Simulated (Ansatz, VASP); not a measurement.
# Ge in VASP and in Ansatz

```xyz
2
Lattice="4.0904 0.0000 0.0000 -2.0452 3.5424 0.0000 0.0000 0.0000 3.3266" Properties=species:S:1:pos:R:3 pbc="T T T"
Ge    2.0452    1.1808    0.4686
Ge    0.0000    2.3616    2.8580
```

Alike in both runs: functional PBE; dispersion D3(BJ); k mesh 15 × 15 × 16; occupations gaussian, width 0.1 eV; no spin polarisation.

Ansatz relaxed the structure, and its values are those at the end. VASP's run is a single point on that final structure, the one shown.

```csv
,VASP,Ansatz
version,VASP 6.6.1,Ansatz 0.2.0
potentials or method,"VASP PAW PBE potentials, release 64 (Ge_d), cutoff 520 eV","scalar-relativistic, plane waves, PAW"
valence electrons in the cell,28,28
```

|  | VASP | Ansatz | Ansatz less VASP |
| --- | --- | --- | --- |
| gap on the k mesh at the Fermi level (eV) | none | none | - |
| pressure (GPa) | 0.0 | 0.0 | -0.01 |

A gap of «none» marks a metal or a gap that the smearing closes. Ansatz's warnings: dispersion switch in reach, relaxed geometry near dispersion switch.
